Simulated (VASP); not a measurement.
# Li27F28 (a cell with a defect) in VASP: further runs

Li27F28 (a cell with a defect) is run at these levels: PBEsol; tasks: single point.

Everything below comes from runs of VASP 6.6.1. Logs are shortened: lines on timing, memory, paths and dates and some standing lists are left out, and cuts for length are marked.

## 1. The cell of the first run

The cell holds a defect, 55 atoms: a = 8.501 Å, b = 8.501 Å, c = 8.501 Å, α = 60.00°, β = 60.00°, γ = 60.00°.

## 2. Single point, PBEsol

The input, INCAR:

```
PREC = Accurate
ENCUT = 650
EDIFF = 1E-6
ISMEAR = -1
SIGMA = 0.05
LREAL = Auto
LASPH = True
NELM = 120
ALGO = Normal
ISIF = 2
LWAVE = False
LCHARG = False
GGA = PS
NELECT = 278.0
ISYM = -1
NBANDS = 172
GGA_COMPAT = False
```

The input, KPOINTS:

```
explicit points
1
Reciprocal
  0.25000000   0.25000000   0.25000000 1
```

The input, POSCAR:

```
Li27F28
1.0
    0.0000000000      6.0113880000      6.0113880000
    6.0113880000      0.0000000000      6.0113880000
    6.0113880000      6.0113880000      0.0000000000
F Li
28 27
Direct
    0.5005990000      0.1659200000      0.1685010000
    0.1665510000      0.4984890000      0.5028830000
    0.5035240000      0.8294800000      0.1682540000
    0.5026020000      0.1664480000      0.8342680000
    0.8256690000      0.5050050000      0.5001440000
    0.4951000000      0.8382280000      0.8359130000
    0.1687410000      0.4956910000      0.1715090000
    0.5017890000      0.1699290000      0.4998340000
    0.8365250000      0.5016920000      0.1638180000
    0.1640710000      0.4971380000      0.8415180000
    0.5008790000      0.8367700000      0.4984800000
    0.8295520000      0.5004380000      0.8365850000
    0.1653510000      0.1708820000      0.4976640000
    0.5020430000      0.5020910000      0.1654920000
    0.8344470000      0.1671280000      0.4977340000
    0.1666840000      0.8371540000      0.4956020000
    0.5050750000      0.4989910000      0.8325250000
    0.8382570000      0.8330870000      0.4986290000
    0.1705700000      0.1622880000      0.1641060000
    0.8380880000      0.1631520000      0.1628440000
    0.1641190000      0.8374480000      0.1666020000
    0.1677300000      0.1677050000      0.8322290000
    0.5005900000      0.4977280000      0.4982220000
    0.8320130000      0.8346480000      0.1655400000
    0.8310080000      0.1675640000      0.8371390000
    0.1681650000      0.8300630000      0.8387210000
    0.8334970000      0.8361760000      0.8349380000
    0.4168060000      0.4134880000      0.4201120000
    0.0017500000      0.9983130000      0.9987100000
    0.6656400000      0.9995820000      0.9977160000
    0.9983920000      0.6648220000      0.9975060000
    0.0006520000      0.9987170000      0.6694970000
    0.3353040000      0.3344310000      0.3321010000
    0.6700250000      0.6670420000      0.9990590000
    0.6684300000      0.0038660000      0.6639780000
    0.9976180000      0.6635680000      0.6686840000
    0.6691220000      0.6638630000      0.6679050000
    0.9989230000      0.0025200000      0.3318500000
    0.3298930000      0.3394820000      0.9982100000
    0.6689890000      0.9980820000      0.3345200000
    0.9964230000      0.6697640000      0.3323440000
    0.3323790000      0.3314430000      0.6718830000
    0.6654840000      0.6662730000      0.3300120000
    0.0017920000      0.3332280000      0.9973740000
    0.3365290000      0.0005270000      0.3344300000
    0.6704200000      0.3331540000      0.9955220000
    0.9988890000      0.3328890000      0.6682070000
    0.3359250000      0.6661820000      0.3316350000
    0.6640110000      0.3392990000      0.6667730000
    0.3326180000      0.0030050000      0.0003900000
    0.9962470000      0.3354010000      0.3338860000
    0.3309790000      0.6673570000      0.0010800000
    0.3333780000      0.9996370000      0.6664130000
    0.6615790000      0.3348330000      0.3336380000
    0.3320360000      0.6687040000      0.6633640000
```

Potentials or basis: VASP PAW PBE potentials, release 64 (F, Li_sv).

Command:

```console
$ cat potpaw_PBE.64/F/POTCAR potpaw_PBE.64/Li_sv/POTCAR > POTCAR
$ mpirun -np 1 vasp_std > vasp.out
```

OUTCAR:

```text
PREC = Accurate
   ENCUT = 650
   EDIFF = 1E-6
   ISMEAR = -1
   LREAL = Auto
   LASPH = True
   NELM = 120
   ISIF = 2
   GGA = PS
   NELECT = 278.0
   ISYM = -1

 ion  position               nearest neighbor table
   1  0.501  0.166  0.169-  45 1.98  33 2.00  40 2.01  46 2.03  30 2.03  39 2.05
   2  0.167  0.498  0.503-  28 1.74  36 1.99  47 2.00  42 2.01  33 2.01  48 2.03  41 2.05
   3  0.504  0.829  0.168-  43 1.95  48 1.99  34 1.99  30 2.00  45 2.03  50 2.04
   4  0.503  0.166  0.834-  30 1.96  42 2.00  35 2.00  50 2.00  49 2.01  39 2.03
   5  0.826  0.505  0.500-  37 1.96  49 1.97  43 1.99  41 2.02  51 2.02  47 2.05
   6  0.495  0.838  0.836-  50 1.98  53 1.99  52 2.01  34 2.03  35 2.04  37 2.06
   7  0.169  0.496  0.172-  33 1.97  39 1.98  51 2.00  52 2.01  41 2.01  31 2.07
   8  0.502  0.170  0.500-  28 1.69  54 1.95  35 1.99  42 2.01  33 2.01  40 2.03  53 2.04
   9  0.837  0.502  0.164-  31 1.95  51 1.98  43 1.99  34 1.99  44 2.01  54 2.06
  10  0.164  0.497  0.842-  39 1.94  31 1.95  44 1.96  42 2.02  36 2.04  55 2.04
  11  0.501  0.837  0.498-  45 1.97  40 1.98  53 1.99  55 2.03  37 2.03  43 2.04
  12  0.830  0.500  0.837-  46 1.96  37 1.98  34 1.98  36 1.99  44 2.00  47 2.02
  13  0.165  0.171  0.498-  47 2.00  51 2.00  33 2.01  45 2.01  53 2.02  32 2.03
  14  0.502  0.502  0.165-  28 1.77  54 1.97  48 1.99  34 2.00  33 2.01  52 2.02  46 2.04
  15  0.834  0.167  0.498-  35 1.98  51 1.98  38 1.99  54 2.03  32 2.03  49 2.05
  16  0.167  0.837  0.496-  38 1.99  55 2.00  45 2.00  48 2.01  32 2.02  36 2.06
  17  0.505  0.499  0.833-  49 1.96  46 1.97  37 1.98  39 2.01  52 2.03  55 2.06
  18  0.838  0.833  0.499-  36 1.98  41 1.98  38 1.98  40 2.00  35 2.02  37 2.03
  19  0.171  0.162  0.164-  50 1.94  38 1.99  44 2.02  45 2.02  39 2.02  51 2.06
  20  0.838  0.163  0.163-  29 1.98  38 1.98  44 2.01  40 2.01  46 2.01  54 2.06
  21  0.164  0.837  0.167-  38 1.99  29 1.99  50 2.01  41 2.02  52 2.02  48 2.03
  22  0.168  0.168  0.832-  42 1.97  44 1.99  47 2.00  50 2.00  53 2.01  29 2.02
  23  0.501  0.498  0.498-  28 1.71  54 1.97  48 1.99  49 2.00  43 2.00  42 2.01  55 2.02
  24  0.832  0.835  0.166-  41 1.99  40 2.00  29 2.00  30 2.01  43 2.01  31 2.03
  25  0.831  0.168  0.837-  46 1.95  29 2.00  47 2.00  30 2.00  32 2.02  49 2.03
  26  0.168  0.830  0.839-  52 1.95  29 1.97  53 2.01  31 2.02  32 2.02  55 2.03
  27  0.833  0.836  0.835-  30 1.96  31 1.97  32 1.98  34 2.00  35 2.02  36 2.04
  28  0.417  0.413  0.420-   8 1.69  54 1.70  23 1.71  33 1.73   2 1.74  42 1.75  48 1.75  14 1.77

  29  0.002  0.998  0.999-  26 1.97  20 1.98  21 1.99  25 2.00  24 2.00  22 2.02
  30  0.666  1.000  0.998-  27 1.96   4 1.96   3 2.00  25 2.00  24 2.01   1 2.03
  31  0.998  0.665  0.998-  10 1.95   9 1.95  27 1.97  26 2.02  24 2.03   7 2.07
  32  0.001  0.999  0.669-  27 1.98  16 2.02  25 2.02  26 2.02  13 2.03  15 2.03
  33  0.335  0.334  0.332-  28 1.73   7 1.97   1 2.00  13 2.01   8 2.01  14 2.01   2 2.01
  34  0.670  0.667  0.999-  12 1.98   9 1.99   3 1.99  27 2.00  14 2.00   6 2.03
  35  0.668  0.004  0.664-  15 1.98   8 1.99   4 2.00  27 2.02  18 2.02   6 2.04
  36  0.998  0.664  0.669-  18 1.98   2 1.99  12 1.99  27 2.04  10 2.04  16 2.06
  37  0.669  0.664  0.668-   5 1.96  17 1.98  12 1.98  11 2.03  18 2.03   6 2.06
  38  0.999  0.003  0.332-  20 1.98  18 1.98  21 1.99  15 1.99  16 1.99  19 1.99
  39  0.330  0.339  0.998-  10 1.94   7 1.98  17 2.01  19 2.02   4 2.03   1 2.05
  40  0.669  0.998  0.335-  11 1.98  24 2.00  18 2.00  20 2.01   1 2.01   8 2.03
  41  0.996  0.670  0.332-  18 1.98  24 1.99   7 2.01  21 2.02   5 2.02   2 2.05
  42  0.332  0.331  0.672-  28 1.75  22 1.97   4 2.00   8 2.01  23 2.01   2 2.01  10 2.02
  43  0.665  0.666  0.330-   3 1.95   5 1.99   9 1.99  23 2.00  24 2.01  11 2.04
  44  0.002  0.333  0.997-  10 1.96  22 1.99  12 2.00  20 2.01   9 2.01  19 2.02
  45  0.337  0.001  0.334-  11 1.97   1 1.98  16 2.00  13 2.01  19 2.02   3 2.03
  46  0.670  0.333  0.996-  25 1.95  12 1.96  17 1.97  20 2.01   1 2.03  14 2.04
  47  0.999  0.333  0.668-  13 2.00  22 2.00  25 2.00   2 2.00  12 2.02   5 2.05
  48  0.336  0.666  0.332-  28 1.75  14 1.99   3 1.99  23 1.99  16 2.01  21 2.03   2 2.03
  49  0.664  0.339  0.667-  17 1.96   5 1.97  23 2.00   4 2.01  25 2.03  15 2.05
  50  0.333  0.003  0.000-  19 1.94   6 1.98  22 2.00   4 2.00  21 2.01   3 2.04
  51  0.996  0.335  0.334-   9 1.98  15 1.98  13 2.00   7 2.00   5 2.02  19 2.06
  52  0.331  0.667  0.001-  26 1.95   7 2.01   6 2.01  14 2.02  21 2.02  17 2.03
  53  0.333  1.000  0.666-  11 1.99   6 1.99  22 2.01  26 2.01  13 2.02   8 2.04
  54  0.662  0.335  0.334-  28 1.70   8 1.95  23 1.97  14 1.97  15 2.03   9 2.06  20 2.06
  55  0.332  0.669  0.663-  16 2.00  23 2.02  26 2.03  11 2.03  10 2.04  17 2.06

IMPORTANT INFORMATION: All symmetrisations will be switched off!
NOSYMM: (Re-)initialisation of all symmetry stuff for point group C_1.

----------------------------------------------------------------------------------------

                                     Primitive cell

  volume of cell :     434.4645

  direct lattice vectors                    reciprocal lattice vectors
     0.000000000  6.011388000  6.011388000    -0.083175466  0.083175466  0.083175466
     6.011388000  0.000000000  6.011388000     0.083175466 -0.083175466  0.083175466
     6.011388000  6.011388000  0.000000000     0.083175466  0.083175466 -0.083175466

  length of vectors
     8.501386438  8.501386438  8.501386438     0.144064134  0.144064134  0.144064134

  position of ions in fractional coordinates (direct lattice)
     0.500599000  0.165920000  0.168501000
     0.166551000  0.498489000  0.502883000
     0.503524000  0.829480000  0.168254000
     0.502602000  0.166448000  0.834268000
     0.825669000  0.505005000  0.500144000
     0.495100000  0.838228000  0.835913000
[... 47 lines left out ...]
     0.661579000  0.334833000  0.333638000
     0.332036000  0.668704000  0.663364000

  ion indices of the primitive-cell ions
   primitive index   ion index
                 1           1
                 2           2
                 3           3
                 4           4
                 5           5
                 6           6
[... 47 lines left out ...]
                54          54
                55          55

----------------------------------------------------------------------------------------

 KPOINTS: explicit points

Read explicit list of k-points.

 Found      1 k-points:

 Following reciprocal coordinates:
            Coordinates               Weight
  0.250000  0.250000  0.250000      1.000000
   k-points           NKPTS =      1   k-points in BZ     NKDIM =      1   number of bands    NBANDS=    172
   number of dos      NEDOS =    301   number of ions     NIONS =     55
   total plane-waves  NPLWV = 373248
   dimension x,y,z NGX =    72 NGY =   72 NGZ =   72
   dimension x,y,z NGXF=   144 NGYF=  144 NGZF=  144
   ions per type =              28  27
   NGX,Y,Z   is equivalent  to a cutoff of  14.08, 14.08, 14.08 a.u.
   NGXF,Y,Z  is equivalent  to a cutoff of  28.16, 28.16, 28.16 a.u.
 SYSTEM =  unknown system
   PREC   = accura    normal or accurate (medium, high low for compatibility)
   ISTART =      0    job   : 0-new  1-cont  2-samecut
   ICHARG =      2    charge: 1-file 2-atom 10-const
   ISPIN  =      1    spin polarized calculation?
   LNONCOLLINEAR =      F non collinear calculations
   LSORBIT =      F    spin-orbit coupling
   LASPH  =      T    aspherical Exc in radial PAW
   ENCUT  =  650.0 eV  47.77 Ry    6.91 a.u.  17.67 17.67 17.67*2*pi/ulx,y,z
   NELM   =    120;   NELMIN=  2; NELMDL= -5     # of ELM steps
   EDIFF  = 0.1E-05   stopping-criterion for ELM
   LREAL  =      T    real-space projection
   EDIFFG = 0.1E-04   stopping-criterion for IOM
   NSW    =      0    number of steps for IOM
   IBRION =     -1    ionic relax: 0-MD 1-quasi-New 2-CG
   NFREE  =      0    steps in history (QN), initial steepest desc. (CG)
   ISIF   =      2    stress and relaxation
   ISYM   =     -1    0-nonsym 1-usesym 2-fastsym
   POTIM  = 0.5000    time-step for ionic-motion
   TEBEG  =    0.0;   TEEND  =   0.0 temperature during run
   PSTRESS=    0.0 pullay stress
   NELECT =     278.0000    total number of electrons
   NUPDOWN=      -1.0000    fix difference up-down
   EMIN   =  10.00;   EMAX   =-10.00  energy-range for DOS
   EFERMI =   0.00;   METHOD = LEGACY
   ISMEAR =    -1;   SIGMA  =   0.05  broadening in eV -4-tet -1-fermi 0-gaus
   EFERMI_NEDOS =   21; number of points for ismear=-14 and -15
   IALGO  =     38    algorithm
   IMIX   =      4    mixing-type and parameters
     AMIX     =   0.40;   BMIX     =  1.00
     AMIX_MAG =   1.60;   BMIX_MAG =  1.00
  volume/ion in A,a.u.               =       7.90        53.31
  Fermi-wavevector in a.u.,A,eV,Ry     =   1.410712  2.665859 27.077065  1.990108
  Thomas-Fermi vector in A             =   2.532638
   LORBIT       =      0    0 simple, 1 ext, 2 COOP (PROOUT), +10 PAW based schemes
   GGA     = PS    functional components
   LHFCALC =     F    Hartree Fock is set to
   AEXX    =    0.0000 exact exchange contribution
   IVDW    =     0    specifies the selected vdW correction
   LEPSILON=     F    determine dielectric tensor
   LRPA    =     F    only Hartree local field effects (RPA)
 non-spin polarized calculation
  energy-cutoff  :      650.00
  volume of cell :      434.46
 maximum number of plane-waves:     16352
 NGX is ok and might be reduce to    70
   NGX = 35   NGY = 35   NGZ = 35

 number of electron     278.0000012 magnetization

 Free energy of the ion-electron system (eV)
  ---------------------------------------------------
  ext. energy  EPLUGINS =         0.00000000
  ---------------------------------------------------
  free energy    TOTEN  =      -256.16377947 eV

  energy without entropy =     -256.16377947  energy(sigma->0) =     -256.16377947

 E-fermi :   6.3409     XC(G=0): -10.4076

 val. band max:        4.9529722705   @ k =   0.2500   0.2500   0.2500
 cond. band min:       8.2261870377   @ k =   0.2500   0.2500   0.2500
 fundamental gap:      3.2732147671
 Fermi energy:         6.3409477563

 k-point     1 :       0.2500    0.2500    0.2500
  band No.  band energies     occupation
      1     -41.6164      2.00000
      2     -41.5281      2.00000
      3     -41.4023      2.00000
      4     -41.3905      2.00000
      5     -41.3807      2.00000
      6     -41.3719      2.00000
[... 143 lines left out ...]
    150      11.1021      0.00000
    151      11.2159      0.00000
 [bands above 151 left out]

------------------------ aborting loop because EDIFF is reached ----------------------------------------

  FORCE on cell =-STRESS in cart. coord.  units (eV):
  Direction    XX          YY          ZZ          XY          YZ          ZX
  --------------------------------------------------------------------------------------
  -------------------------------------------------------------------------------------
  Total       29.8527406     30.1211455     30.1265663     -1.9051561     -0.1604393      1.1843307
  in kB      110.0881348    111.0779332    111.0979238     -7.0256557     -0.5916531      4.3674634
  external PRESSURE =     110.7546639 kB  Pullay stress =       0.0000000 kB

 VOLUME and BASIS-vectors are now :
 -----------------------------------------------------------------------------
  energy-cutoff  :      650.00
  volume of cell :      434.46
      direct lattice vectors                 reciprocal lattice vectors
     0.000000000  6.011388000  6.011388000    -0.083175466  0.083175466  0.083175466
     6.011388000  0.000000000  6.011388000     0.083175466 -0.083175466  0.083175466
     6.011388000  6.011388000  0.000000000     0.083175466  0.083175466 -0.083175466

 POSITION                                       TOTAL-FORCE (eV/Angst)
 -----------------------------------------------------------------------------------
      2.01033      4.02222      4.00670        -0.280847     -0.152833     -0.045285
      6.01964      4.02423      3.99781         6.053203     -5.948077     -5.912129
      5.99777      4.03832      8.01320         0.124024     -0.190447      0.319125
      6.01569      8.03644      4.02192         0.135644      0.165582     -0.071679
      6.04234      7.96998      7.99920        -0.166218      0.207871      0.098787
     10.06391      8.00124      8.01515        -0.138361      0.102348      0.057420
[... 47 lines left out ...]
      4.01844      5.98264      5.98982         0.032904     -0.082463     -0.072571
      8.00758      5.98374      6.01584        -0.455565      0.084003      0.086740
 -----------------------------------------------------------------------------------
    total drift:                                0.017205      0.025145     -0.004633

  FREE ENERGIE OF THE ION-ELECTRON SYSTEM (eV)
  ---------------------------------------------------
  free  energy   TOTEN  =      -256.1637794650 eV

  energy  without entropy=     -256.1637794650  energy(sigma->0) =     -256.16377947
```

Wall time 4.3 min (1 thread of Intel Xeon 6975P-C (Granite Rapids), shared host); peak memory 0.7 GiB.

Results:

```
Free energy   : -256.1638 eV
Largest force : 12.097 eV/Å
```

Forces in eV/Å, atoms in the order of the input:
```
F   -0.281 -0.153 -0.045
F    6.053 -5.948 -5.912
F    0.124 -0.190  0.319
F    0.136  0.166 -0.072
F   -0.166  0.208  0.099
F   -0.138  0.102  0.057
F   -0.067 -0.490 -0.006
F   -7.060  7.042 -6.848
F   -0.114  0.091  0.150
F    0.125 -0.114  0.151
F    0.014 -0.028 -0.191
F   -0.088  0.086  0.203
F   -0.056  0.056 -0.454
F   -5.290 -5.347  5.431
F    0.015  0.318  0.121
F    0.361  0.219 -0.033
F    0.108 -0.196 -0.172
F    0.094 -0.026 -0.123
F    0.211 -0.055  0.102
F   -0.045  0.026  0.109
F   -0.089 -0.174 -0.002
F    0.092  0.005 -0.295
F    6.649  6.441  6.624
F   -0.133  0.045  0.037
F   -0.287  0.000  0.090
F   -0.105 -0.300 -0.032
F   -0.164  0.021  0.029
F    0.138 -2.308  0.474
Li   0.173  0.097  0.024
Li   0.224  0.039 -0.027
Li   0.143  0.185 -0.001
Li  -0.078 -0.186  0.119
Li   0.194  0.200  0.154
Li   0.063 -0.129 -0.559
Li  -0.024 -0.488 -0.092
Li  -0.484 -0.088  0.136
Li   0.112 -0.137  0.041
Li  -0.062  0.044 -0.062
Li  -0.048  0.268  0.013
Li   0.449 -0.069  0.026
Li  -0.017  0.514  0.021
Li  -0.391 -0.341  0.304
Li   0.106  0.086 -0.384
Li   0.025  0.000 -0.166
Li  -0.031 -0.041  0.014
Li   0.555  0.068 -0.140
Li  -0.050 -0.038  0.515
Li  -0.258  0.180 -0.332
Li  -0.115 -0.423 -0.046
Li  -0.168  0.042 -0.077
Li   0.023  0.079  0.024
Li   0.019  0.556  0.106
Li   0.027  0.082  0.562
Li   0.033 -0.082 -0.073
Li  -0.456  0.084  0.087
```

Levels at points of the mesh, in eV from the Fermi level:
```tsv
k point	band 135	band 136	band 137	band 138	band 139	band 140	band 141	band 142	band 143	band 144
(0.25, 0.25, 0.25)	-6.61	-5.71	-1.85	-1.63	-1.39	1.89	2.92	3.32	3.34	3.41
```

Caveat: the cell carries a net charge on a neutralising background, which shifts energy and pressure; the cell is charged against a uniform background, so pressure and absolute levels hang on convention; the PAW data sets were made with another functional, which shifts forces and pressure a little.

[end of part 1 of 2]
